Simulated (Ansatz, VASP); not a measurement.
CaSe: VASP beside Ansatz

```
CELL_PARAMETERS angstrom
0.00000 2.97024 2.97024
2.97024 0.00000 2.97024
2.97024 2.97024 0.00000
ATOMIC_POSITIONS crystal
Ca 0.00000 0.00000 0.00000
Se 0.50000 0.50000 0.50000
```

Alike in both runs: task single point; functional PBE; k mesh 2 × 2 × 2; no spin polarisation.

|  | VASP | Ansatz |
| --- | --- | --- |
| version | VASP 6.6.1 | Ansatz 0.2.0 |
| potentials or method | VASP PAW PBE potentials, release 64 (Ca_sv, Se), cutoff 500 eV | scalar-relativistic, plane waves, PAW |
| occupations | fermi-dirac, width 0.1 eV | fermi-dirac |
| valence electrons in the cell | 16 | 26 |

Ansatz gave:

```
gap on the k mesh at the Fermi level (eV) : 1.87
least direct gap on the mesh (eV)         : 2.82
pressure (GPa)                            : 3.5
```

**Question.** Which values does VASP return?

**Answer.** gap on the k mesh at the Fermi level (eV): 1.86; least direct gap on the mesh (eV): 2.81; pressure (GPa): 3.8.

VASP's potentials hold 16 valence electrons a cell and Ansatz's 26, so a difference there can come from the potentials and not from the codes.

The k mesh is coarse, so the values compare programs but aren't converged.
